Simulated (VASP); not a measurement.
# WSe2 (P1) in VASP: further runs

WSe2 is run at these levels: PBE; tasks: single point.

All numbers are computed with VASP 6.6.1; they aren't measurements. Logs are shortened: lines on timing, memory, paths and dates and some standing lists are left out, and cuts for length are marked.

**1. The cell of the first run**

The typed cell holds 6 atoms: a = 3.290 Å, b = 3.290 Å, c = 12.970 Å, α = 90.00°, β = 90.00°, γ = 120.00°.

**2. Single point, PBE (atom 3 (Se) moved +0.180 Å along Cartesian [1 -1 0])**

Input file INCAR:

```
PREC = Accurate
ENCUT = 520
EDIFF = 1E-6
ISMEAR = 0
SIGMA = 0.05
LREAL = False
LASPH = True
NELM = 80
ALGO = Normal
ISIF = 2
LWAVE = False
LCHARG = True
GGA = PE
LELF = True
LVHAR = True
NBANDS = 35
```

Input file KPOINTS:

```
Automatic mesh
0
Gamma
  12 12 2
```

Input file POSCAR:

```
WSe2
1.0
    3.2899984505      0.0000000000      0.0000000000
   -1.6449992252      2.8492222365      0.0000000000
    0.0000000000      0.0000000000     12.9700000000
W Se
2 4
Direct
    0.3333333333      0.6666666667      0.2500000000
    0.6666666667      0.3333333333      0.7500000000
    0.3496842615      0.6219951002      0.6210000000
    0.6666666667      0.3333333333      0.1210000000
    0.3333333333      0.6666666667      0.8790000000
    0.6666666667      0.3333333333      0.3790000000
```

Potentials or basis: VASP PAW PBE potentials, release 64 (W_sv, Se).

The run is started by

```sh
$ cat potpaw_PBE.64/W_sv/POTCAR potpaw_PBE.64/Se/POTCAR > POTCAR
$ mpirun -np 1 vasp_std > vasp.out
```

OUTCAR:

```text
PREC = Accurate
   ENCUT = 520
   EDIFF = 1E-6
   ISMEAR = 0
   LREAL = False
   LASPH = True
   NELM = 80
   ISIF = 2
   GGA = PE

 ion  position               nearest neighbor table
   1  0.333  0.667  0.250-   4 2.53   6 2.53   4 2.53   6 2.53   4 2.53   6 2.53
   2  0.667  0.333  0.750-   3 2.40   5 2.53   5 2.53   5 2.53   3 2.57   3 2.63
   3  0.350  0.622  0.621-   2 2.40   2 2.57   2 2.63
   4  0.667  0.333  0.121-   1 2.53   1 2.53   1 2.53
   5  0.333  0.667  0.879-   2 2.53   2 2.53   2 2.53
   6  0.667  0.333  0.379-   1 2.53   1 2.53   1 2.53

  LATTYP: Found a hexagonal cell.
 ALAT       =     3.2899984505
 C/A-ratio  =     3.9422510968

  Lattice vectors:

 A1 = (   3.2899984505,   0.0000000000,   0.0000000000)
 A2 = (  -1.6449992252,   2.8492222365,   0.0000000000)
 A3 = (   0.0000000000,   0.0000000000,  12.9700000000)

Analysis of symmetry for initial positions (statically):
=====================================================================
 Subroutine PRICEL returns:
 Original cell was already a primitive cell.

 Routine SETGRP: Setting up the symmetry group for a
 hexagonal supercell.

 Subroutine GETGRP returns: Found  1 space group operations
 (whereof  1 operations were pure point group operations)
 out of a pool of 24 trial point group operations.

The static configuration has the point symmetry C_1 .

Analysis of symmetry for dynamics (positions and initial velocities):
=====================================================================
 Subroutine PRICEL returns:
 Original cell was already a primitive cell.

 Routine SETGRP: Setting up the symmetry group for a
 hexagonal supercell.

 Subroutine GETGRP returns: Found  1 space group operations
 (whereof  1 operations were pure point group operations)
 out of a pool of 24 trial point group operations.

The dynamic configuration has the point symmetry C_1 .

 Subroutine INISYM returns: Found  1 space group operations
 (whereof  1 operations are pure point group operations),
 and found     1 'primitive' translations

----------------------------------------------------------------------------------------

                                     Primitive cell

  volume of cell :     121.5800

  direct lattice vectors                    reciprocal lattice vectors
     3.289998451  0.000000000  0.000000000     0.303951511  0.175486487  0.000000000
    -1.644999225  2.849222237  0.000000000     0.000000000  0.350972973  0.000000000
     0.000000000  0.000000000 12.970000000     0.000000000  0.000000000  0.077101002

  length of vectors
     3.289998451  3.289998450 12.970000000     0.350972973  0.350972973  0.077101002

  position of ions in fractional coordinates (direct lattice)
     0.333333333  0.666666667  0.250000000
     0.666666667  0.333333333  0.750000000
     0.349684262  0.621995100  0.621000000
     0.666666667  0.333333333  0.121000000
     0.333333333  0.666666667  0.879000000
     0.666666667  0.333333333  0.379000000

  ion indices of the primitive-cell ions
   primitive index   ion index
                 1           1
                 2           2
                 3           3
                 4           4
                 5           5
                 6           6

----------------------------------------------------------------------------------------

 KPOINTS: Automatic mesh

Automatic generation of k-mesh.
 Grid dimensions read from file:
 generate k-points for:   12   12    2

 Generating k-lattice:

  Cartesian coordinates                     Fractional coordinates (reciprocal lattice)
     0.025329293  0.014623874  0.000000000     0.083333333 -0.000000000  0.000000000
     0.000000000  0.029247748  0.000000000     0.000000000  0.083333333  0.000000000
     0.000000000  0.000000000  0.038550501     0.000000000  0.000000000  0.500000000

  Length of vectors
     0.029247748  0.029247748  0.038550501

  Shift w.r.t. Gamma in fractional coordinates (k-lattice)
     0.000000000  0.000000000  0.000000000

 Subroutine IBZKPT returns following result:
 ===========================================

 Found    148 irreducible k-points:

 Following reciprocal coordinates:
            Coordinates               Weight
  0.000000  0.000000  0.000000      1.000000
  0.083333 -0.000000  0.000000      2.000000
  0.000000  0.083333  0.000000      2.000000
 -0.083333  0.083333  0.000000      2.000000
  0.166667 -0.000000  0.000000      2.000000
  0.000000  0.166667  0.000000      2.000000
[... 16 lines left out ...]
  0.166667  0.083333  0.000000      2.000000
 -0.083333  0.250000  0.000000      2.000000
 [... further k-points ...]
   k-points           NKPTS =    148   k-points in BZ     NKDIM =    148   number of bands    NBANDS=     35
   number of dos      NEDOS =    301   number of ions     NIONS =      6
   total plane-waves  NPLWV =  55296
   dimension x,y,z NGX =    24 NGY =   24 NGZ =   96
   dimension x,y,z NGXF=    48 NGYF=   48 NGZF=  192
   ions per type =               2   4
   NGX,Y,Z   is equivalent  to a cutoff of  12.13, 12.13, 12.31 a.u.
   NGXF,Y,Z  is equivalent  to a cutoff of  24.25, 24.25, 24.61 a.u.
 SYSTEM =  unknown system
   PREC   = accura    normal or accurate (medium, high low for compatibility)
   ISTART =      0    job   : 0-new  1-cont  2-samecut
   ICHARG =      2    charge: 1-file 2-atom 10-const
   ISPIN  =      1    spin polarized calculation?
   LNONCOLLINEAR =      F non collinear calculations
   LSORBIT =      F    spin-orbit coupling
   LASPH  =      T    aspherical Exc in radial PAW
   ENCUT  =  520.0 eV  38.22 Ry    6.18 a.u.   6.12  6.12 24.12*2*pi/ulx,y,z
   NELM   =     80;   NELMIN=  2; NELMDL= -5     # of ELM steps
   EDIFF  = 0.1E-05   stopping-criterion for ELM
   LREAL  =      F    real-space projection
   EDIFFG = 0.1E-04   stopping-criterion for IOM
   NSW    =      0    number of steps for IOM
   IBRION =     -1    ionic relax: 0-MD 1-quasi-New 2-CG
   NFREE  =      0    steps in history (QN), initial steepest desc. (CG)
   ISIF   =      2    stress and relaxation
   ISYM   =      2    0-nonsym 1-usesym 2-fastsym
   POTIM  = 0.5000    time-step for ionic-motion
   TEBEG  =    0.0;   TEEND  =   0.0 temperature during run
   PSTRESS=    0.0 pullay stress
   NELECT =      52.0000    total number of electrons
   NUPDOWN=      -1.0000    fix difference up-down
   EMIN   =  10.00;   EMAX   =-10.00  energy-range for DOS
   EFERMI =   0.00;   METHOD = LEGACY
   ISMEAR =     0;   SIGMA  =   0.05  broadening in eV -4-tet -1-fermi 0-gaus
   EFERMI_NEDOS =   21; number of points for ismear=-14 and -15
   IALGO  =     38    algorithm
   IMIX   =      4    mixing-type and parameters
     AMIX     =   0.40;   BMIX     =  1.00
     AMIX_MAG =   1.60;   BMIX_MAG =  1.00
  volume/ion in A,a.u.               =      20.26       136.74
  Fermi-wavevector in a.u.,A,eV,Ry     =   1.233451  2.330885 20.699927  1.521402
  Thomas-Fermi vector in A             =   2.368181
   LORBIT       =      0    0 simple, 1 ext, 2 COOP (PROOUT), +10 PAW based schemes
   GGA     = PE    functional components
   LHFCALC =     F    Hartree Fock is set to
   AEXX    =    0.0000 exact exchange contribution
   IVDW    =     0    specifies the selected vdW correction
   LEPSILON=     F    determine dielectric tensor
   LRPA    =     F    only Hartree local field effects (RPA)
 non-spin polarized calculation
 Gauss-broadening in eV      SIGMA  =   0.05
  energy-cutoff  :      520.00
  volume of cell :      121.58
 maximum number of plane-waves:      3324
   NGX = 13   NGY = 13   NGZ = 49

 number of electron      51.9999992 magnetization

 Free energy of the ion-electron system (eV)
  ---------------------------------------------------
  ext. energy  EPLUGINS =         0.00000000
  ---------------------------------------------------
  free energy    TOTEN  =       -42.97368681 eV

  energy without entropy =      -42.97368681  energy(sigma->0) =      -42.97368681

 E-fermi :   6.5210     XC(G=0): -10.7544

 val. band max:        6.2747464690   @ k =   0.0000   0.0000   0.0000
 cond. band min:       7.2054393134   @ k =   0.1667   0.1667   0.0000
 fundamental gap:      0.9306928445
 Fermi energy:         6.5209667235

 k-point     1 :       0.0000    0.0000    0.0000
  band No.  band energies     occupation
      1     -68.0611      2.00000
      2     -68.0535      2.00000
      3     -32.3111      2.00000
      4     -32.3071      2.00000
      5     -32.1882      2.00000
      6     -32.1823      2.00000
[... 27 lines left out ...]
     34       9.3761      0.00000
     35      10.8272      0.00000

 k-point     2 :       0.0833   -0.0000    0.0000
  band No.  band energies     occupation
      1     -68.0604      2.00000
      2     -68.0528      2.00000
      3     -32.3081      2.00000
      4     -32.3041      2.00000
      5     -32.1982      2.00000
      6     -32.1980      2.00000
[... 27 lines left out ...]
     34       9.3900      0.00000
     35      11.4373      0.00000

 k-point     3 :       0.0000    0.0833    0.0000
  band No.  band energies     occupation
      1     -68.0604      2.00000
      2     -68.0528      2.00000
      3     -32.3081      2.00000
      4     -32.3041      2.00000
      5     -32.1979      2.00000
      6     -32.1953      2.00000
[... 27 lines left out ...]
     34       9.4531      0.00000
     35      11.4365      0.00000
[... 723 lines left out ...]
 k-point    23 :       0.1667    0.0833    0.0000
  band No.  band energies     occupation
      1     -68.0569      2.00000
      2     -68.0493      2.00000
      3     -32.2936      2.00000
      4     -32.2887      2.00000
      5     -32.2750      2.00000
      6     -32.2617      2.00000
[... 27 lines left out ...]
     34      10.1272      0.00000
     35      12.8874      0.00000

 k-point    24 :      -0.0833    0.2500    0.0000
  band No.  band energies     occupation
      1     -68.0569      2.00000
      2     -68.0493      2.00000
      3     -32.2931      2.00000
      4     -32.2887      2.00000
      5     -32.2751      2.00000
      6     -32.2708      2.00000
[... 27 lines left out ...]
     34      10.1405      0.00000
     35      12.8648      0.00000

 [... further k-points ...]
[... 5 lines left out ...]
  --------------------------------------------------------------------------------------
  -------------------------------------------------------------------------------------
  Total        3.4749850      2.4666240      4.2888221     -0.4937882     -1.7752325      2.1476753
  in kB       45.7932562     32.5051027     56.5179785     -6.5071278    -23.3939647     28.3020053
  external PRESSURE =      44.9387791 kB  Pullay stress =       0.0000000 kB

 VOLUME and BASIS-vectors are now :
 -----------------------------------------------------------------------------
  energy-cutoff  :      520.00
  volume of cell :      121.58
      direct lattice vectors                 reciprocal lattice vectors
     3.289998451  0.000000000  0.000000000     0.303951511  0.175486487  0.000000000
    -1.644999225  2.849222237  0.000000000     0.000000000  0.350972973  0.000000000
     0.000000000  0.000000000 12.970000000     0.000000000  0.000000000  0.077101002

 POSITION                                       TOTAL-FORCE (eV/Angst)
 -----------------------------------------------------------------------------------
     -0.00000      1.89948      3.24250         0.006553     -0.005718      0.001054
      1.64500      0.94974      9.72750         1.336116     -1.178339      0.369575
      0.12728      1.77220      8.05437        -1.342328      1.148970     -0.599601
      1.64500      0.94974      1.56937        -0.002141      0.001872     -0.217649
     -0.00000      1.89948     11.40063        -0.007215      0.041301      0.231138
      1.64500      0.94974      4.91563         0.009015     -0.008086      0.215482
 -----------------------------------------------------------------------------------
    total drift:                               -0.000062     -0.000038     -0.000014

  FREE ENERGIE OF THE ION-ELECTRON SYSTEM (eV)
  ---------------------------------------------------
  free  energy   TOTEN  =       -42.9736868105 eV

  energy  without entropy=      -42.9736868105  energy(sigma->0) =      -42.97368681
```

It took 6.2 min on 1 thread of Intel Xeon Platinum 8259CL at 2.50GHz (Skylake/Cascade Lake), shared host; peak memory 0.6 GiB.

What came out:

```yaml
Free_energy: -42.9737 eV
Pressure: 4.5 GPa
Largest_force: 1.866 eV/Å
Band_gap_on_the_k_mesh: 0.93 eV (least direct gap 1.51 eV)
```

Forces on the atoms (eV/Å):
```
W    0.007 -0.006  0.001
W    1.336 -1.178  0.370
Se  -1.342  1.149 -0.600
Se  -0.002  0.002 -0.218
Se  -0.007  0.041  0.231
Se   0.009 -0.008  0.215
```

Stress tensor (GPa, compression positive):
```
 4.58 -0.65  2.83
-0.65  3.25 -2.34
 2.83 -2.34  5.65
```

Levels at points of the mesh, in eV from the valence-band top:
| k point | band 23 | band 24 | band 25 | band 26 | band 27 | band 28 | band 29 | band 30 |
| --- | --- | --- | --- | --- | --- | --- | --- | --- |
| (0.00, 0.00, 0.00) | -1.19 | -1.10 | -1.02 | 0.00 | 2.17 | 2.53 | 2.65 | 2.66 |
| (0.50, 0.00, 0.00) | -1.61 | -1.37 | -1.26 | -0.89 | 2.11 | 2.15 | 2.30 | 2.64 |
| (0.00, 0.50, 0.00) | -1.51 | -1.36 | -1.25 | -0.96 | 2.12 | 2.17 | 2.28 | 2.65 |
| (0.50, 0.50, 0.00) | -1.54 | -1.35 | -1.30 | -1.08 | 2.07 | 2.14 | 2.33 | 2.63 |
| (0.00, 0.00, 0.50) | -1.54 | -1.17 | -0.23 | -0.20 | 2.17 | 2.53 | 2.65 | 2.69 |
| (0.50, 0.00, 0.50) | -1.58 | -1.35 | -1.24 | -0.92 | 2.12 | 2.13 | 2.49 | 2.51 |
| (0.00, 0.50, 0.50) | -1.48 | -1.35 | -1.24 | -0.99 | 2.13 | 2.15 | 2.48 | 2.51 |
| (0.50, 0.50, 0.50) | -1.47 | -1.34 | -1.25 | -1.16 | 2.07 | 2.13 | 2.50 | 2.51 |

Caveat: the cell differs from its parent crystal (atom 3 (Se) moved +0.180 Å along Cartesian [1 -1 0]); the cell stands under pressure; spin-orbit coupling is left out, which moves the levels of the heavy elements; forces of over 1 eV/Å act on the atoms, so gaps and moduli don't describe the material at rest.

**3. Single point, PBE (atom 3 (Se) moved -0.360 Å along Cartesian [1 -1 0])**

Input file INCAR:

```
  PREC = Accurate
  ENCUT = 520
  EDIFF = 1E-6
  ISMEAR = 0
  SIGMA = 0.05
  LREAL = False
  LASPH = True
  NELM = 100
  ALGO = Normal
  ISIF = 2
  LWAVE = False
  LCHARG = True
  GGA = PE
  LELF = True
  LVHAR = True
  NBANDS = 35
```

KPOINTS is that of step 2.

POSCAR: that of step 2 with these lines changed.

```diff
@@ -10,3 +10,3 @@
     0.6666666667      0.3333333333      0.7500000000
-    0.3496842615      0.6219951002      0.6210000000
+    0.3006314770      0.7560097997      0.6210000000
     0.6666666667      0.3333333333      0.1210000000
```

Potentials or basis: VASP PAW PBE potentials, release 64 (W_sv, Se).

The run is started by

```sh
$ cat potpaw_PBE.64/W_sv/POTCAR potpaw_PBE.64/Se/POTCAR > POTCAR
$ mpirun -np 1 vasp_std > vasp.out
```

Run time: 12 min. Hardware: 1 thread of Intel Xeon 8259CL, shared host; peak memory 0.6 GiB.

Results (log left out):

```yaml
Free_energy: -42.6128 eV
Pressure: 5.5 GPa
Largest_force: 3.047 eV/Å
Band_gap_on_the_k_mesh: 0.90 eV (least direct gap 1.47 eV)
```

Forces in eV/Å, atoms in the order of the input:
```
W   -0.008  0.011  0.002
W   -1.672  2.287  1.119
Se   1.489 -2.245 -1.384
Se   0.002 -0.004 -0.218
Se   0.203 -0.066  0.270
Se  -0.013  0.017  0.211
```

Stress tensor (GPa, compression positive):
```
 3.19  1.39 -2.67
 1.39  5.76  4.60
-2.67  4.60  7.49
```

Levels at points of the mesh, in eV from the valence-band top:
```csv
k point,band 22,band 23,band 24,band 25,band 26,band 27,band 28,band 29,band 30,band 31
"(0.00, 0.00, 0.00)",-1.54,-1.22,-1.11,-0.64,0.00,1.52,2.34,2.65,2.65,2.81
"(0.50, 0.00, 0.00)",-2.42,-1.89,-1.37,-1.26,-0.53,1.97,2.13,2.31,2.61,2.67
"(0.00, 0.50, 0.00)",-2.42,-1.80,-1.37,-1.27,-0.75,1.99,2.13,2.33,2.62,2.89
"(0.50, 0.50, 0.00)",-2.36,-1.42,-1.35,-1.19,-0.85,2.12,2.15,2.19,2.64,2.69
"(0.00, 0.00, 0.50)",-1.54,-1.54,-0.84,-0.26,-0.14,1.52,2.35,2.65,2.67,2.81
"(0.50, 0.00, 0.50)",-2.55,-1.87,-1.35,-1.25,-0.54,1.98,2.13,2.46,2.50,2.76
"(0.00, 0.50, 0.50)",-2.53,-1.77,-1.34,-1.25,-0.77,1.99,2.13,2.49,2.51,3.04
"(0.50, 0.50, 0.50)",-2.27,-1.37,-1.35,-1.25,-0.86,2.13,2.16,2.38,2.51,2.80
```

Caveat: the cell differs from its parent crystal (atom 3 (Se) moved -0.360 Å along Cartesian [1 -1 0]); the cell stands under pressure; spin-orbit coupling is left out, which moves the levels of the heavy elements; forces of over 1 eV/Å act on the atoms, so gaps and moduli don't describe the material at rest.
